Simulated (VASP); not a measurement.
Write the native input for VASP 6.6.1 that does the following.

| Quantity | Value |
| --- | --- |
| Task | single point |
| Functional | r2SCAN |
| Potentials or basis | VASP PAW PBE potentials, release 64 (Ag) |
| Cutoff | 520 eV |
| k mesh | 22 × 22 × 22 |
| Occupations | gaussian, width 0.15 eV |
| Spin | no spin polarisation |
| Dipole correction | no |
| Further INCAR settings | ALGO = Normal; EDIFF = 1e-06; NBANDS = 12 |

Ag:

```
Ag
1.0
    -1.27470    1.67827    1.67827
     1.67827   -1.27470    1.67827
     1.67827    1.67827   -1.27470
Ag
1
Cartesian
  0.0000 0.0000 0.0000
```

This cell differs from its parent crystal: ratio of the length along [111] to the lengths across it x 1.41, volume and fractional coordinates fixed.

The input as run:

POSCAR

```
Ag
1.0
   -1.2747011800      1.6782745266      1.6782745266
    1.6782745266     -1.2747011800      1.6782745266
    1.6782745266      1.6782745266     -1.2747011800
Ag
1
Direct
    0.0000000000      0.0000000000      0.0000000000
```

INCAR.step1

```
PREC     = Accurate       # precision mode
ENCUT    = 520            # plane-wave cutoff, eV
ISMEAR   = 0              # smearing method
SIGMA    = 0.15           # smearing width, eV
LREAL    = False          # projectors in reciprocal space
LASPH    = True           # aspherical terms in the spheres
NELM     = 100            # most SCF steps
NBANDS   = 12             # bands
GGA      = PE             # functional
ALGO     = Normal         # electronic algorithm
EDIFF    = 1E-4           # SCF threshold, eV
LWAVE    = True           # write WAVECAR
LCHARG   = False          # write CHGCAR
```

INCAR.step2

```
PREC     = Accurate       # precision mode
ENCUT    = 520            # plane-wave cutoff, eV
EDIFF    = 1E-6           # SCF threshold, eV
ISMEAR   = 0              # smearing method
SIGMA    = 0.15           # smearing width, eV
LREAL    = False          # projectors in reciprocal space
LASPH    = True           # aspherical terms in the spheres
NELM     = 100            # most SCF steps
ALGO     = Normal         # electronic algorithm
ISIF     = 2              # what is computed and relaxed
LWAVE    = False          # write WAVECAR
LCHARG   = False          # write CHGCAR
METAGGA  = R2SCAN         # meta-GGA
LMIXTAU  = True         
NBANDS   = 12             # bands
ISTART   = 1
```

KPOINTS

```
Automatic mesh
0
Gamma
  22 22 22
```

Potentials or basis: VASP PAW PBE potentials, release 64 (Ag).

The run is started by

```sh
$ cat potpaw_PBE.64/Ag/POTCAR > POTCAR
$ cp INCAR.step1 INCAR
$ mpirun -np 1 vasp_std > vasp.out
$ cp INCAR.step2 INCAR
$ mpirun -np 1 vasp_std > vasp.out
```

Results of the run:

* Pressure: 4.2 GPa
* Band gap on the k mesh: zero (an odd number of electrons rules out a gap without spin polarisation)

Caveat: the cell stands under pressure; the PAW data sets were made with another functional, which shifts forces and pressure a little.

Wall time 8.9 min on 1 thread of Intel(R) Xeon(R) Platinum 8259CL CPU @ 2.50GHz (Skylake/Cascade Lake), on a shared host, peak memory 0.31 GiB.
